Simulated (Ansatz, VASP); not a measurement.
One calculation of Mg2FeH6, two programs

```
Mg Fe H
1.0
     0.00000    3.10773    3.10773
     3.10773    0.00000    3.10773
     3.10773    3.10773    0.00000
Mg Fe H
2 1 6
Direct
  0.25000 0.25000 0.25000
  0.75000 0.75000 0.75000
  0.00000 0.00000 0.00000
  0.75302 0.24698 0.24698
  0.24698 0.75302 0.24698
  0.24698 0.75302 0.75302
  0.75302 0.24698 0.75302
  0.24698 0.24698 0.75302
  0.75302 0.75302 0.24698
```

Alike in both runs: functional LDA; k mesh 8 × 8 × 8; occupations gaussian, width 0.02 eV; no spin polarisation.

Ansatz relaxed the structure, and its values are those at the end. VASP's run is a single point on that final structure, the one shown.

```csv
,VASP,Ansatz
version,VASP 6.6.1,Ansatz 0.2.0
potentials or method,"VASP PAW LDA potentials, release 64 (Mg, Fe, H), cutoff 520 eV","scalar-relativistic, plane waves, PAW"
valence electrons in the cell,18,42
```

```tsv
	VASP	Ansatz	Ansatz less VASP
gap on the k mesh at the Fermi level (eV)	1.79	1.81	+0.019
least direct gap on the mesh (eV)	1.79	1.81	+0.019
pressure (GPa)	2.3	2.9	+0.55
rms of the force components (eV/Å)	0.020	0.000	-0.0196
```

LDA's correlation is that of Perdew and Zunger in VASP and of Perdew and Wang (1992) in Ansatz. VASP's potentials hold 18 valence electrons a cell and Ansatz's 42, so a difference there can come from the potentials and not from the codes. Ansatz's warnings: stress scf threshold loose.
